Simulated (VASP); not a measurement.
# CaO (Fm-3m) in VASP: single point with r2SCAN

Aim: the single point of CaO with r2SCAN.

All numbers are computed with VASP 6.6.1; they aren't measurements. Logs are shortened: lines on timing, memory, paths and dates and some standing lists are left out, and cuts for length are marked.

## Step 1: The cell of the first run

Symmetry: Fm-3m, No. 225, cubic system. The conventional cell has a = 5.029 Å, b = 5.029 Å, c = 5.029 Å, α = 90.00°, β = 90.00°, γ = 90.00°. Ca (site symmetry m-3m) has 6 O at 2.51 Å within 3.3 Å. Within 3.3 Å of O (site symmetry m-3m) lie 6 Ca at 2.51 Å.

## Step 2: Single point, r2SCAN

POSCAR

```
CaO
1.0
    0.0000000000      2.5144903000      2.5144903000
    2.5144903000      0.0000000000      2.5144903000
    2.5144903000      2.5144903000      0.0000000000
Ca O
1 1
Direct
    0.0000000000      0.0000000000      0.0000000000
    0.5000000000      0.5000000000      0.5000000000
```

INCAR.step1

```
PREC = Accurate
ENCUT = 660
ISMEAR = -1
SIGMA = 0.1
LREAL = F
LASPH = T
NELM = 120
NBANDS = 15
GGA = PE
ALGO = Normal
EDIFF = 1E-5
LWAVE = T
LCHARG = F
GGA_COMPAT = F
```

INCAR.step2

```
PREC = Accurate
ENCUT = 660
EDIFF = 1E-6
ISMEAR = -1
SIGMA = 0.1
LREAL = F
LASPH = T
NELM = 120
ALGO = Normal
ISIF = 2
LWAVE = F
LCHARG = F
METAGGA = R2SCAN
LMIXTAU = T
NBANDS = 15
ISTART = 1
GGA_COMPAT = F
```

KPOINTS

```
regular mesh
0
Gamma
  9 9 9
```

Potentials or basis: VASP PAW PBE potentials, release 64 (Ca_sv, O).

Run with:

```
> cat potpaw_PBE.64/Ca_sv/POTCAR potpaw_PBE.64/O/POTCAR > POTCAR
> cp INCAR.step1 INCAR
> mpirun -np 1 vasp_std > vasp.out
> cp INCAR.step2 INCAR
> mpirun -np 1 vasp_std > vasp.out
```

OUTCAR:

```text
PREC = Accurate
   ENCUT = 660
   EDIFF = 1E-6
   ISMEAR = -1
   LREAL = F
   LASPH = T
   NELM = 120
   ISIF = 2
   METAGGA = R2SCAN
   ISTART = 1

 ion  position               nearest neighbor table
   1  0.000  0.000  0.000-   2 2.51   2 2.51   2 2.51   2 2.51   2 2.51   2 2.51
   2  0.500  0.500  0.500-   1 2.51   1 2.51   1 2.51   1 2.51   1 2.51   1 2.51

  LATTYP: Found a face centered cubic cell.
 ALAT       =     5.0289806000

  Lattice vectors:

 A1 = (   0.0000000000,   2.5144903000,   2.5144903000)
 A2 = (   2.5144903000,   0.0000000000,   2.5144903000)
 A3 = (   2.5144903000,   2.5144903000,   0.0000000000)

Analysis of symmetry for initial positions (statically):
=====================================================================
 Subroutine PRICEL returns:
 Original cell was already a primitive cell.

 Routine SETGRP: Setting up the symmetry group for a
 face centered cubic supercell.

 Subroutine GETGRP returns: Found 48 space group operations
 (whereof 48 operations were pure point group operations)
 out of a pool of 48 trial point group operations.

The static configuration has the point symmetry O_h .

Analysis of symmetry for dynamics (positions and initial velocities):
=====================================================================
 Subroutine PRICEL returns:
 Original cell was already a primitive cell.

 Routine SETGRP: Setting up the symmetry group for a
 face centered cubic supercell.

 Subroutine GETGRP returns: Found 48 space group operations
 (whereof 48 operations were pure point group operations)
 out of a pool of 48 trial point group operations.

The dynamic configuration has the point symmetry O_h .

 Subroutine INISYM returns: Found 48 space group operations
 (whereof 48 operations are pure point group operations),
 and found     1 'primitive' translations

----------------------------------------------------------------------------------------

                                     Primitive cell

  volume of cell :      31.7965

  direct lattice vectors                    reciprocal lattice vectors
     0.000000000  2.514490300  2.514490300    -0.198847456  0.198847456  0.198847456
     2.514490300  0.000000000  2.514490300     0.198847456 -0.198847456  0.198847456
     2.514490300  2.514490300  0.000000000     0.198847456  0.198847456 -0.198847456

  length of vectors
     3.556026285  3.556026285  3.556026285     0.344413897  0.344413897  0.344413897

  position of ions in fractional coordinates (direct lattice)
     0.000000000  0.000000000  0.000000000
     0.500000000  0.500000000  0.500000000

  ion indices of the primitive-cell ions
   primitive index   ion index
                 1           1
                 2           2

----------------------------------------------------------------------------------------

 KPOINTS: regular mesh

Automatic generation of k-mesh.
 Grid dimensions read from file:
 generate k-points for:    9    9    9

 Generating k-lattice:

  Cartesian coordinates                     Fractional coordinates (reciprocal lattice)
    -0.022094162  0.022094162  0.022094162     0.111111111  0.000000000  0.000000000
     0.022094162 -0.022094162  0.022094162     0.000000000  0.111111111  0.000000000
     0.022094162  0.022094162 -0.022094162     0.000000000  0.000000000  0.111111111

  Length of vectors
     0.038268211  0.038268211  0.038268211

  Shift w.r.t. Gamma in fractional coordinates (k-lattice)
     0.000000000  0.000000000  0.000000000

 Subroutine IBZKPT returns following result:
 ===========================================

 Found     35 irreducible k-points:

 Following reciprocal coordinates:
            Coordinates               Weight
  0.000000  0.000000  0.000000      1.000000
  0.111111  0.000000  0.000000      8.000000
  0.222222  0.000000  0.000000      8.000000
  0.333333  0.000000  0.000000      8.000000
  0.444444  0.000000  0.000000      8.000000
  0.111111  0.111111  0.000000      6.000000
[... 16 lines left out ...]
 -0.333333  0.333333  0.000000     12.000000
  0.444444  0.444444  0.000000      6.000000
 [... further k-points ...]
   k-points           NKPTS =     35   k-points in BZ     NKDIM =     35   number of bands    NBANDS=     15
   number of dos      NEDOS =    301   number of ions     NIONS =      2
   total plane-waves  NPLWV =  27000
   dimension x,y,z NGX =    30 NGY =   30 NGZ =   30
   dimension x,y,z NGXF=    60 NGYF=   60 NGZF=   60
   ions per type =               1   1
   NGX,Y,Z   is equivalent  to a cutoff of  14.03, 14.03, 14.03 a.u.
   NGXF,Y,Z  is equivalent  to a cutoff of  28.05, 28.05, 28.05 a.u.
 SYSTEM =  unknown system
   PREC   = accura    normal or accurate (medium, high low for compatibility)
   ISTART =      1    job   : 0-new  1-cont  2-samecut
   ICHARG =      0    charge: 1-file 2-atom 10-const
   ISPIN  =      1    spin polarized calculation?
   LNONCOLLINEAR =      F non collinear calculations
   LSORBIT =      F    spin-orbit coupling
   LASPH  =      T    aspherical Exc in radial PAW
   ENCUT  =  660.0 eV  48.51 Ry    6.96 a.u.   7.45  7.45  7.45*2*pi/ulx,y,z
   NELM   =    120;   NELMIN=  2; NELMDL=  0     # of ELM steps
   EDIFF  = 0.1E-05   stopping-criterion for ELM
   LREAL  =      F    real-space projection
   EDIFFG = 0.1E-04   stopping-criterion for IOM
   NSW    =      0    number of steps for IOM
   IBRION =     -1    ionic relax: 0-MD 1-quasi-New 2-CG
   NFREE  =      0    steps in history (QN), initial steepest desc. (CG)
   ISIF   =      2    stress and relaxation
   ISYM   =      2    0-nonsym 1-usesym 2-fastsym
   POTIM  = 0.5000    time-step for ionic-motion
   TEBEG  =    0.0;   TEEND  =   0.0 temperature during run
   PSTRESS=    0.0 pullay stress
   NELECT =      16.0000    total number of electrons
   NUPDOWN=      -1.0000    fix difference up-down
   EMIN   =  10.00;   EMAX   =-10.00  energy-range for DOS
   EFERMI =   0.00;   METHOD = LEGACY
   ISMEAR =    -1;   SIGMA  =   0.10  broadening in eV -4-tet -1-fermi 0-gaus
   EFERMI_NEDOS =   21; number of points for ismear=-14 and -15
   IALGO  =     38    algorithm
   IMIX   =      4    mixing-type and parameters
     AMIX     =   0.40;   BMIX     =  1.00
     AMIX_MAG =   1.60;   BMIX_MAG =  1.00
  volume/ion in A,a.u.               =      15.90       107.29
  Fermi-wavevector in a.u.,A,eV,Ry     =   1.302132  2.460672 23.069312  1.695547
  Thomas-Fermi vector in A             =   2.433220
   LORBIT       =      0    0 simple, 1 ext, 2 COOP (PROOUT), +10 PAW based schemes
   METAGGA = R2SCAN    functional components
   LHFCALC =     F    Hartree Fock is set to
   AEXX    =    0.0000 exact exchange contribution
   IVDW    =     0    specifies the selected vdW correction
   LEPSILON=     F    determine dielectric tensor
   LRPA    =     F    only Hartree local field effects (RPA)
 non-spin polarized calculation
  energy-cutoff  :      660.00
  volume of cell :       31.80
 maximum number of plane-waves:      1243
 NGX is ok and might be reduce to    30
   NGX = 15   NGY = 15   NGZ = 15

 number of electron      16.0000000 magnetization

 Free energy of the ion-electron system (eV)
  ---------------------------------------------------
  ext. energy  EPLUGINS =         0.00000000
  ---------------------------------------------------
  free energy    TOTEN  =       -19.29885210 eV

  energy without entropy =      -19.29885210  energy(sigma->0) =      -19.29885210

 E-fermi :   3.5011     XC(G=0): -10.3764

 val. band max:        1.3121918092   @ k =   0.0000   0.0000   0.0000
 cond. band min:       5.5439932729   @ k =   0.4444   0.4444   0.0000
 fundamental gap:      4.2318014638
 Fermi energy:         3.5011384874

 k-point     1 :       0.0000    0.0000    0.0000
  band No.  band energies     occupation
      1     -38.3542      2.00000
      2     -18.3173      2.00000
      3     -18.3173      2.00000
      4     -18.3173      2.00000
      5     -14.9112      2.00000
      6       1.3122      2.00000
      7       1.3122      2.00000
      8       1.3122      2.00000
      9       5.6814      0.00000
     10       7.7971      0.00000
     11       7.7971      0.00000
     12       7.7971      0.00000
     13       9.1698      0.00000
     14       9.1698      0.00000
     15      16.1949      0.00000

 k-point     2 :       0.1111    0.0000    0.0000
  band No.  band energies     occupation
      1     -38.3479      2.00000
      2     -18.4108      2.00000
      3     -18.3215      2.00000
      4     -18.3215      2.00000
      5     -14.8072      2.00000
      6       0.9276      2.00000
      7       1.1823      2.00000
      8       1.1823      2.00000
      9       6.2070      0.00000
     10       7.7515      0.00000
     11       7.9782      0.00000
     12       7.9782      0.00000
     13       9.4057      0.00000
     14       9.4057      0.00000
     15      16.5683      0.00000

 k-point     3 :       0.2222    0.0000    0.0000
  band No.  band energies     occupation
      1     -38.3320      2.00000
      2     -18.6272      2.00000
      3     -18.3320      2.00000
      4     -18.3320      2.00000
      5     -14.5637      2.00000
      6       0.1577      2.00000
      7       0.8791      2.00000
      8       0.8791      2.00000
      9       7.3586      0.00000
     10       7.7782      0.00000
     11       8.4667      0.00000
     12       8.4667      0.00000
     13      10.0069      0.00000
     14      10.0069      0.00000
     15      16.7925      0.00000

 k-point     4 :       0.3333    0.0000    0.0000
  band No.  band energies     occupation
      1     -38.3138      2.00000
      2     -18.8467      2.00000
      3     -18.3439      2.00000
      4     -18.3439      2.00000
      5     -14.3121      2.00000
      6      -0.5395      2.00000
      7       0.5696      2.00000
      8       0.5696      2.00000
      9       7.9755      0.00000
     10       8.6192      0.00000
     11       9.0883      0.00000
     12       9.0883      0.00000
     13      10.7380      0.00000
     14      10.7380      0.00000
     15      15.8046      0.00000
[... 307 lines left out ...]
 k-point    22 :      -0.4444    0.3333    0.0000
  band No.  band energies     occupation
      1     -38.2861      2.00000
      2     -18.6958      2.00000
      3     -18.5545      2.00000
      4     -18.4246      2.00000
      5     -14.5039      2.00000
      6      -0.0258      2.00000
      7       0.3216      2.00000
      8       0.6809      2.00000
      9       6.5729      0.00000
     10       9.2975      0.00000
     11       9.7026      0.00000
     12      10.2627      0.00000
     13      10.7077      0.00000
     14      13.1192      0.00000
     15      14.5646      0.00000

 k-point    23 :      -0.3333    0.3333    0.0000
  band No.  band energies     occupation
      1     -38.2877      2.00000
      2     -18.7353      2.00000
      3     -18.5775      2.00000
      4     -18.3976      2.00000
      5     -14.3925      2.00000
      6      -0.2064      2.00000
      7       0.2326      2.00000
      8       0.5081      2.00000
      9       7.4877      0.00000
     10       8.7382      0.00000
     11       9.7183      0.00000
     12       9.9284      0.00000
     13      11.1330      0.00000
     14      14.0578      0.00000
     15      14.4875      0.00000

 k-point    24 :       0.4444    0.4444    0.0000
  band No.  band energies     occupation
      1     -38.2861      2.00000
      2     -18.6865      2.00000
      3     -18.4542      2.00000
      4     -18.4542      2.00000
      5     -14.6797      2.00000
      6      -0.0485      2.00000
      7       0.9256      2.00000
      8       0.9256      2.00000
      9       5.5440      0.00000
     10       9.0250      0.00000
     11      10.1252      0.00000
     12      10.5631      0.00000
     13      10.5631      0.00000
     14      11.9859      0.00000
     15      14.4862      0.00000

 [... further k-points ...]

------------------------ aborting loop because EDIFF is reached ----------------------------------------

  FORCE on cell =-STRESS in cart. coord.  units (eV):
  Direction    XX          YY          ZZ          XY          YZ          ZX
  --------------------------------------------------------------------------------------
  -------------------------------------------------------------------------------------
  Total       -2.3481943     -2.3481943     -2.3481943      0.0000000     -0.0000000      0.0000000
  in kB     -118.3217864   -118.3217864   -118.3217864      0.0000000     -0.0000000      0.0000000
  external PRESSURE =    -118.3217864 kB  Pullay stress =       0.0000000 kB

 VOLUME and BASIS-vectors are now :
 -----------------------------------------------------------------------------
  energy-cutoff  :      660.00
  volume of cell :       31.80
      direct lattice vectors                 reciprocal lattice vectors
     0.000000000  2.514490300  2.514490300    -0.198847456  0.198847456  0.198847456
     2.514490300  0.000000000  2.514490300     0.198847456 -0.198847456  0.198847456
     2.514490300  2.514490300  0.000000000     0.198847456  0.198847456 -0.198847456

 POSITION                                       TOTAL-FORCE (eV/Angst)
 -----------------------------------------------------------------------------------
      0.00000      0.00000      0.00000         0.000000      0.000000     -0.000000
      2.51449      2.51449      2.51449        -0.000000     -0.000000      0.000000
 -----------------------------------------------------------------------------------
    total drift:                                0.000000      0.000000      0.000000

  FREE ENERGIE OF THE ION-ELECTRON SYSTEM (eV)
  ---------------------------------------------------
  free  energy   TOTEN  =       -19.2988521040 eV

  energy  without entropy=      -19.2988521039  energy(sigma->0) =      -19.29885210
```

It took 97 s on 1 thread of Intel Xeon Platinum 8259CL at 2.50GHz (Skylake/Cascade Lake), shared host; peak memory 0.19 GiB.

What came out:

- Free energy: -19.2989 eV
- Pressure: -11.8 GPa
- Band gap on the k mesh: 4.23 eV (least direct gap 4.37 eV)

Levels at points of the mesh, in eV from the valence-band top:
```tsv
k point	band 5	band 6	band 7	band 8	band 9	band 10	band 11	band 12
(0.00, 0.00, 0.00)	-16.22	0.00	0.00	0.00	4.37	6.48	6.48	6.48
```

Caveat: the cell stands under tension; the PAW data sets were made with another functional, which shifts forces and pressure a little; an odd mesh through Γ misses points on the zone boundary, where band edges can lie.
